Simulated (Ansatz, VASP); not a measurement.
PbS: VASP beside Ansatz

INCAR

```
PREC     = Accurate       # precision mode
ENCUT    = 400            # plane-wave cutoff, eV
EDIFF    = 1E-8           # SCF threshold, eV
ISMEAR   = -1             # smearing method
SIGMA    = 0.01           # smearing width, eV
LREAL    = F              # projectors in reciprocal space
LASPH    = T              # aspherical terms in the spheres
NELM     = 120            # most SCF steps
ALGO     = Normal         # electronic algorithm
ISIF     = 2              # what is computed and relaxed
LWAVE    = F              # write WAVECAR
LCHARG   = F              # write CHGCAR
GGA      = PE             # functional
LEFG     = T            
NBANDS   = 17             # bands
GGA_COMPAT= F
```

Contents of KPOINTS:

```
Automatic mesh
0
Gamma
  8 8 8
```

Contents of POSCAR:

```
PbS
1.0
    0.0593000000      2.9946500000      2.9946500000
    2.9946500000      0.0593000000      2.9946500000
    2.9946500000      2.9946500000      0.0593000000
Pb S
1 1
Direct
    0.0000000000      0.0000000000      0.0000000000
    0.5000000000      0.5000000000      0.5000000000
```

Input for Ansatz:

```yaml
crystal:
  lattice:
    - [0.0593, 2.99465, 2.99465]
    - [2.99465, 0.0593, 2.99465]
    - [2.99465, 2.99465, 0.0593]
  atoms:
    - { symbol: Pb, position: [0.0, 0.0, 0.0] }
    - { symbol: S, position: [0.5, 0.5, 0.5] }
kpoints:
  mp_grid: { grid: [8, 8, 8] }
scf:
  occupations: { method: fermi_dirac, width: 0.01 }
hamiltonian:
  xc: pbe
  pseudopotentials: { kind: paw }
output:
  forces: true
  stress: true
  eigenvalues: true
  efg: { contact_densities: true }
  write_density: true
  write_potential: true
  elf: true
  volumetric_format: npy
```

Change from the starting cell: equal xy, yz and zx shear strains of +2 %, PAW files.

Alike in both runs: task electric field gradients; functional PBE; k mesh 8 × 8 × 8; occupations fermi-dirac, width 0.01 eV; no spin polarisation.

|  | VASP | Ansatz |
| --- | --- | --- |
| version | VASP 6.6.1 | Ansatz 0.2.0 |
| potentials or method | VASP PAW PBE potentials, release 64 (Pb_d, S) | PAW with Ansatz's default frozen-core files, scalar-relativistic |
| plane-wave cutoff (eV) | 400 | 420 |
| valence electrons in the cell | 20 | 20 |

Ansatz gave:

- pressure (GPa): 2.3
- traceless stress, the component that is largest in VASP (GPa): -0.41
- size of Vzz on the site where it differs most (V/Å²): 8.2

Problem. Which values does VASP return?

Solution. Pressure (GPa): 2.2; traceless stress, the component that is largest in VASP (GPa): -0.41; size of Vzz on the site where it differs most (V/Å²): 4.3.

The functional is the same, so the differences come from potentials, cutoffs and numerics.

Spin-orbit coupling is off throughout.
